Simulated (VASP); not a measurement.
Here is a VASP 6.6.1 calculation.

File INCAR:

```
SYSTEM = Ba4Hf4O11
PREC     = Accurate       ! precision mode
ENCUT    = 520            ! plane-wave cutoff, eV
EDIFF    = 1E-6           ! SCF threshold, eV
ISMEAR   = 0              ! smearing method
SIGMA    = 0.05           ! smearing width, eV
LREAL    = .False.        ! projectors in reciprocal space
LASPH    = .True.         ! aspherical terms in the spheres
NELM     = 120            ! most SCF steps
ALGO     = Normal         ! electronic algorithm
ISIF     = 2              ! what is computed and relaxed
LWAVE    = .False.        ! write WAVECAR
LCHARG   = .True.         ! write CHGCAR
GGA      = PE             ! functional
LELF     = .True.         ! ELF
LVHAR    = .True.       
NBANDS   = 88             ! bands
NELECT   = 144.0        
GGA_COMPAT= .False.
```

KPOINTS

```
regular mesh
0
Gamma
  4 4 4
  0 0 0
```

POSCAR

```
Ba4Hf4O11
1.0
   -4.2060992453      4.2060992453      4.2060663988
    4.2060992453     -4.2060992453      4.2060663988
    4.2060992453      4.2060992453     -4.2060663988
Ba Hf O
4 4 11
Direct
    0.7483116034      0.7488390518      0.5003613508
    0.2522087501      0.2512781967      0.5014534553
    0.2522087318      0.7507552182      0.0009305534
    0.7483116034      0.2479502526     -0.0005274483
    0.7697392525      0.7516423186      0.0180969339
    0.2448422069      0.2472594109     -0.0024172040
    0.2270614474      0.7430315598      0.4840298294
    0.7626490166      0.2573573257      0.5052916910
    0.9991462311      0.2499130780      0.7492331531
    1.0210947402      0.7707378326      0.2503569076
    0.4894963573      0.2362146495      0.2532817078
    0.2410829665      0.4925826193      0.2536596114
    0.7286600254      0.9897608545      0.2337583929
    0.7286601625      0.4949016508      0.7388992315
    0.2410829665      0.9874232968      0.7485002888
    0.5398190318      0.9543012868      0.5855176867
    1.0223317670      0.4984886831      0.5238430839
    0.9740204241      0.9916020349     -0.0175816108
    0.4903075155      0.5044954831     -0.0141879676
```

Potentials or basis: VASP PAW PBE potentials, release 64 (Ba_sv, Hf_pv, O).

The run is started by

```console
$ cat potpaw_PBE.64/Ba_sv/POTCAR potpaw_PBE.64/Hf_pv/POTCAR potpaw_PBE.64/O/POTCAR > POTCAR
$ mpirun -np 1 vasp_std > vasp.out
```

**Question.** What does it give for the largest force?

**Answer.** 1.082 eV/Å.

Forces on the atoms (eV/Å):
```
Ba  -0.116  0.083 -0.023
Ba  -0.018  0.032 -0.065
Ba   0.018  0.032 -0.065
Ba   0.116  0.083 -0.023
Hf   0.000  0.117 -0.045
Hf   0.000  0.039 -0.039
Hf   0.000 -0.024  0.076
Hf   0.000  0.084 -0.074
O    0.000  0.068  0.066
O    0.000  0.041 -0.167
O    0.000  0.012  0.032
O    0.015  0.136 -0.033
O   -0.038  0.053  0.033
O    0.038  0.053  0.033
O   -0.015  0.136 -0.033
O    0.000 -0.954  0.512
O    0.000 -0.074 -0.064
O    0.000 -0.022 -0.096
O    0.000  0.104 -0.026
```

Caveat: the cell carries a net charge on a neutralising background, which shifts energy and pressure.
